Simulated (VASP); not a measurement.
# Ir (I4/mmm) in VASP: single point with PBEsol

Aim: the single point of Ir with PBEsol.

All numbers are computed with VASP 6.6.1; they aren't measurements. Logs are shortened: lines on timing, memory, paths and dates and some standing lists are left out, and cuts for length are marked.

## 1. The cell of the first run

Symmetry: I4/mmm, No. 139, tetragonal system. Conventional cell: a = 2.708 Å, b = 2.708 Å, c = 3.600 Å, α = 90.00°, β = 90.00°, γ = 90.00°. Within 3.5 Å of Ir (site symmetry 4/mmm) lie 12 Ir at 2.63 to 2.71 Å.

## 2. Single point, PBEsol (strain -0.0600 x Voigt [1, 0, 0, 0, 0, 0])

INCAR reads:

```
SYSTEM = Ir
ALGO = Fast ; EDIFF = 1E-6
ENCUT = 520 ; GGA = PS
ISIF = 2 ; ISMEAR = 0
LASPH = .True. ; LCHARG = .False.
LREAL = .False. ; LWAVE = .False.
NBANDS = 10 ; NELM = 60
PREC = Accurate ; SIGMA = 0.15
```

KPOINTS reads:

```
k-points
0
Gamma
  26 26 26
  0 0 0
```

POSCAR reads:

```
Ir
1.0
    0.0000000000      1.9151152071      1.9151152071
    1.8002082947      0.0000000000      1.9151152071
    1.8002082947      1.9151152071      0.0000000000
Ir
1
Direct
    0.0000000000      0.0000000000      0.0000000000
```

Potentials or basis: VASP PAW PBE potentials, release 64 (Ir).

On the command line:

```
> cat potpaw_PBE.64/Ir/POTCAR > POTCAR
> mpirun -np 1 vasp_std > vasp.out
```

OUTCAR:

```text
SYSTEM = Ir
   EDIFF = 1E-6
   ENCUT = 520
   GGA = PS
   ISIF = 2
   ISMEAR = 0
   LASPH = .True.
   LREAL = .False.
   NELM = 60
   PREC = Accurate

 ion  position               nearest neighbor table
   1  0.000  0.000  0.000-

  LATTYP: Found a body centered tetragonal cell.
 ALAT       =     2.7083818994
 C/A-ratio  =     1.3293607486

  Lattice vectors:

 A1 = (  -1.8002082947,   0.0000000000,  -1.9151152071)
 A2 = (  -1.8002082947,   0.0000000000,   1.9151152071)
 A3 = (   1.8002082947,   1.9151152071,   0.0000000000)

Analysis of symmetry for initial positions (statically):
=====================================================================
 Subroutine PRICEL returns:
 Original cell was already a primitive cell.

 Routine SETGRP: Setting up the symmetry group for a
 body centered tetragonal supercell.

 Subroutine GETGRP returns: Found 16 space group operations
 (whereof 16 operations were pure point group operations)
 out of a pool of 16 trial point group operations.

The static configuration has the point symmetry D_4h.

Analysis of symmetry for dynamics (positions and initial velocities):
=====================================================================
 Subroutine PRICEL returns:
 Original cell was already a primitive cell.

 Routine SETGRP: Setting up the symmetry group for a
 body centered tetragonal supercell.

 Subroutine GETGRP returns: Found 16 space group operations
 (whereof 16 operations were pure point group operations)
 out of a pool of 16 trial point group operations.

The dynamic configuration has the point symmetry D_4h.

 Subroutine INISYM returns: Found 16 space group operations
 (whereof 16 operations are pure point group operations),
 and found     1 'primitive' translations

----------------------------------------------------------------------------------------

                                     Primitive cell

  volume of cell :      13.2051

  direct lattice vectors                    reciprocal lattice vectors
     0.000000000  1.915115207  1.915115207    -0.277745637  0.261080899  0.261080899
     1.800208295  0.000000000  1.915115207     0.277745637 -0.261080899  0.261080899
     1.800208295  1.915115207  0.000000000     0.277745637  0.261080899 -0.261080899

  length of vectors
     2.708381899  2.628386608  2.628386608     0.462027175  0.462027175  0.462027175

  position of ions in fractional coordinates (direct lattice)
     0.000000000  0.000000000  0.000000000

  ion indices of the primitive-cell ions
   primitive index   ion index
                 1           1

----------------------------------------------------------------------------------------

 KPOINTS: k-points

Automatic generation of k-mesh.
 Grid dimensions read from file:
 generate k-points for:   26   26   26

 Generating k-lattice:

  Cartesian coordinates                     Fractional coordinates (reciprocal lattice)
    -0.010682525  0.010041573  0.010041573     0.038461538  0.000000000  0.000000000
     0.010682525 -0.010041573  0.010041573     0.000000000  0.038461538  0.000000000
     0.010682525  0.010041573 -0.010041573     0.000000000  0.000000000  0.038461538

  Length of vectors
     0.017770276  0.017770276  0.017770276

  Shift w.r.t. Gamma in fractional coordinates (k-lattice)
     0.000000000  0.000000000  0.000000000

 Subroutine IBZKPT returns following result:
 ===========================================

 Found   1330 irreducible k-points:

 Following reciprocal coordinates:
            Coordinates               Weight
  0.000000  0.000000  0.000000      1.000000
  0.038462 -0.000000 -0.000000      8.000000
  0.076923 -0.000000 -0.000000      8.000000
  0.115385 -0.000000 -0.000000      8.000000
  0.153846 -0.000000 -0.000000      8.000000
  0.192308 -0.000000 -0.000000      8.000000
[... 16 lines left out ...]
  0.346154  0.038462 -0.000000     16.000000
  0.384615  0.038462 -0.000000     16.000000
 [... further k-points ...]
   k-points           NKPTS =   1330   k-points in BZ     NKDIM =   1330   number of bands    NBANDS=     10
   number of dos      NEDOS =    301   number of ions     NIONS =      1
   total plane-waves  NPLWV =   8000
   dimension x,y,z NGX =    20 NGY =   20 NGZ =   20
   dimension x,y,z NGXF=    40 NGYF=   40 NGZF=   40
   ions per type =               1
   NGX,Y,Z   is equivalent  to a cutoff of  12.28, 12.65, 12.65 a.u.
   NGXF,Y,Z  is equivalent  to a cutoff of  24.55, 25.30, 25.30 a.u.
 SYSTEM =  Ir
   PREC   = accura    normal or accurate (medium, high low for compatibility)
   ISTART =      0    job   : 0-new  1-cont  2-samecut
   ICHARG =      2    charge: 1-file 2-atom 10-const
   ISPIN  =      1    spin polarized calculation?
   LNONCOLLINEAR =      F non collinear calculations
   LSORBIT =      F    spin-orbit coupling
   LASPH  =      T    aspherical Exc in radial PAW
   ENCUT  =  520.0 eV  38.22 Ry    6.18 a.u.   5.04  4.89  4.89*2*pi/ulx,y,z
   NELM   =     60;   NELMIN=  2; NELMDL= -5     # of ELM steps
   EDIFF  = 0.1E-05   stopping-criterion for ELM
   LREAL  =      F    real-space projection
   EDIFFG = 0.1E-04   stopping-criterion for IOM
   NSW    =      0    number of steps for IOM
   IBRION =     -1    ionic relax: 0-MD 1-quasi-New 2-CG
   NFREE  =      0    steps in history (QN), initial steepest desc. (CG)
   ISIF   =      2    stress and relaxation
   ISYM   =      2    0-nonsym 1-usesym 2-fastsym
   POTIM  = 0.5000    time-step for ionic-motion
   TEBEG  =    0.0;   TEEND  =   0.0 temperature during run
   PSTRESS=    0.0 pullay stress
   NELECT =       9.0000    total number of electrons
   NUPDOWN=      -1.0000    fix difference up-down
   EMIN   =  10.00;   EMAX   =-10.00  energy-range for DOS
   EFERMI =   0.00;   METHOD = LEGACY
   ISMEAR =     0;   SIGMA  =   0.15  broadening in eV -4-tet -1-fermi 0-gaus
   EFERMI_NEDOS =   21; number of points for ismear=-14 and -15
   IALGO  =     68    algorithm
   IMIX   =      4    mixing-type and parameters
     AMIX     =   0.40;   BMIX     =  1.00
     AMIX_MAG =   1.60;   BMIX_MAG =  1.00
  volume/ion in A,a.u.               =      13.21        89.11
  Fermi-wavevector in a.u.,A,eV,Ry     =   1.440704  2.722536 28.240640  2.075629
  Thomas-Fermi vector in A             =   2.559418
   LORBIT       =      0    0 simple, 1 ext, 2 COOP (PROOUT), +10 PAW based schemes
   GGA     = PS    functional components
   LHFCALC =     F    Hartree Fock is set to
   AEXX    =    0.0000 exact exchange contribution
   IVDW    =     0    specifies the selected vdW correction
   LEPSILON=     F    determine dielectric tensor
   LRPA    =     F    only Hartree local field effects (RPA)
 non-spin polarized calculation
 RMM-DIIS sequential band-by-band and
 Gauss-broadening in eV      SIGMA  =   0.15
  energy-cutoff  :      520.00
  volume of cell :       13.21
 maximum number of plane-waves:       366
   NGX =  9   NGY =  9   NGZ =  9

 number of electron       8.9999999 magnetization

 Free energy of the ion-electron system (eV)
  ---------------------------------------------------
  ext. energy  EPLUGINS =         0.00000000
  ---------------------------------------------------
  free energy    TOTEN  =        -9.70245008 eV

  energy without entropy =       -9.69399698  energy(sigma->0) =       -9.69822353

 E-fermi :  11.4674     XC(G=0): -14.5079

 val. band max:       11.4655912218   @ k =  -0.3462   0.1923   0.0385
 cond. band min:      11.4690934524   @ k =   0.3077   0.1538   0.1154
 fundamental gap:      0.0035022306
 Fermi energy:        11.4673710062

 k-point     1 :       0.0000    0.0000    0.0000
  band No.  band energies     occupation
      1      -0.4654      2.00000
      2       6.9047      2.00000
      3       6.9047      2.00000
      4       7.7445      2.00000
      5       9.5780      2.00000
      6      10.7123      2.00000
      7      25.7193      0.00000
      8      30.9149      0.00000
      9      30.9149      0.00000
     10      33.2229      0.00000

 k-point     2 :       0.0385   -0.0000   -0.0000
  band No.  band energies     occupation
      1      -0.3938      2.00000
      2       6.8941      2.00000
      3       6.9365      2.00000
      4       7.7451      2.00000
      5       9.5631      2.00000
      6      10.6829      2.00000
      7      25.8478      0.00000
      8      30.7471      0.00000
      9      31.0330      0.00000
     10      33.0667      0.00000

 k-point     3 :       0.0769   -0.0000   -0.0000
  band No.  band energies     occupation
      1      -0.1827      2.00000
      2       6.8503      2.00000
      3       7.0246      2.00000
      4       7.7639      2.00000
      5       9.5282      2.00000
      6      10.6025      2.00000
      7      26.2180      0.00000
      8      30.1574      0.00000
      9      31.3825      0.00000
     10      33.0517      0.00000

 k-point     4 :       0.1154   -0.0000   -0.0000
  band No.  band energies     occupation
      1       0.1560      2.00000
      2       6.7579      2.00000
      3       7.1450      2.00000
      4       7.8278      2.00000
      5       9.5037      2.00000
      6      10.4940      2.00000
      7      26.7779      0.00000
      8      29.2515      0.00000
      9      31.9496      0.00000
     10      33.4523      0.00000
[... 222 lines left out ...]
 k-point    22 :       0.3077    0.0385   -0.0000
  band No.  band energies     occupation
      1       2.3557      2.00000
      2       6.8668      2.00000
      3       7.0992      2.00000
      4       8.0206      2.00000
      5      10.5809      2.00000
      6      11.0998      1.99947
      7      24.4762      0.00000
      8      28.0753      0.00000
      9      35.0689      0.00000
     10      35.7230      0.00000

 k-point    23 :       0.3462    0.0385   -0.0000
  band No.  band energies     occupation
      1       2.5680      2.00000
      2       6.9108      2.00000
      3       7.4730      2.00000
      4       7.9246      2.00000
      5      11.1159      1.99908
      6      11.4766      0.93086
      7      23.3647      0.00000
      8      27.2099      0.00000
      9      34.3426      0.00000
     10      35.0970      0.00000

 k-point    24 :       0.3846    0.0385   -0.0000
  band No.  band energies     occupation
      1       2.6539      2.00000
      2       6.7712      2.00000
      3       7.7415      2.00000
      4       8.3098      2.00000
      5      11.6146      0.16521
      6      11.8997      0.00005
      7      22.1795      0.00000
      8      26.4060      0.00000
      9      33.3087      0.00000
     10      34.1278      0.00000

 [... further k-points ...]

------------------------ aborting loop because EDIFF is reached ----------------------------------------

  FORCE on cell =-STRESS in cart. coord.  units (eV):
  Direction    XX          YY          ZZ          XY          YZ          ZX
  --------------------------------------------------------------------------------------
  -------------------------------------------------------------------------------------
  Total        3.9833215      1.7707651      1.7707651      0.0000000      0.0000000      0.0000000
  in kB      483.2961991    214.8468374    214.8468374      0.0000000      0.0000000      0.0000000
  external PRESSURE =     304.3299580 kB  Pullay stress =       0.0000000 kB

 VOLUME and BASIS-vectors are now :
 -----------------------------------------------------------------------------
  energy-cutoff  :      520.00
  volume of cell :       13.21
      direct lattice vectors                 reciprocal lattice vectors
     0.000000000  1.915115207  1.915115207    -0.277745637  0.261080899  0.261080899
     1.800208295  0.000000000  1.915115207     0.277745637 -0.261080899  0.261080899
     1.800208295  1.915115207  0.000000000     0.277745637  0.261080899 -0.261080899

 POSITION                                       TOTAL-FORCE (eV/Angst)
 -----------------------------------------------------------------------------------
      0.00000      0.00000      0.00000        -0.000000      0.000000      0.000000
 -----------------------------------------------------------------------------------
    total drift:                               -0.000000      0.000000      0.000000

  FREE ENERGIE OF THE ION-ELECTRON SYSTEM (eV)
  ---------------------------------------------------
  free  energy   TOTEN  =        -9.7024500753 eV

  energy  without entropy=       -9.6939969755  energy(sigma->0) =       -9.69822353
```

It took 2.4 min on 1 thread of AMD EPYC 9R45 (Zen 5), shared host; peak memory 0.26 GiB.

What came out:

* Free energy: -9.7025 eV
* Pressure: 30.4 GPa

Stress tensor (GPa, compression positive):
```
48.33  0.00  0.00
 0.00 21.48  0.00
 0.00  0.00 21.48
```

Levels at points of the mesh, in eV from the Fermi level:
```
           k point  band 1  band 2  band 3  band 4  band 5  band 6  band 7  band 8  band 9
(0.00, 0.00, 0.00)  -11.93   -4.56   -4.56   -3.72   -1.89   -0.76   14.25   19.45   19.45
(0.50, 0.00, 0.00)   -8.88   -4.90   -3.93   -0.96    0.78    1.33    8.03   13.67   19.90
(0.50, 0.50, 0.00)   -8.78   -8.07    0.99    1.22    1.25    2.08   10.91   12.00   12.90
(0.00, 0.50, 0.50)   -8.71   -8.21    0.99    1.75    1.75    2.64   11.26   11.26   12.68
```

Caveat: the cell differs from its parent crystal (strain -0.0600 x Voigt [1, 0, 0, 0, 0, 0]); the PAW data sets were made with another functional, which shifts forces and pressure a little; spin-orbit coupling is left out, which moves the levels of the heavy elements.
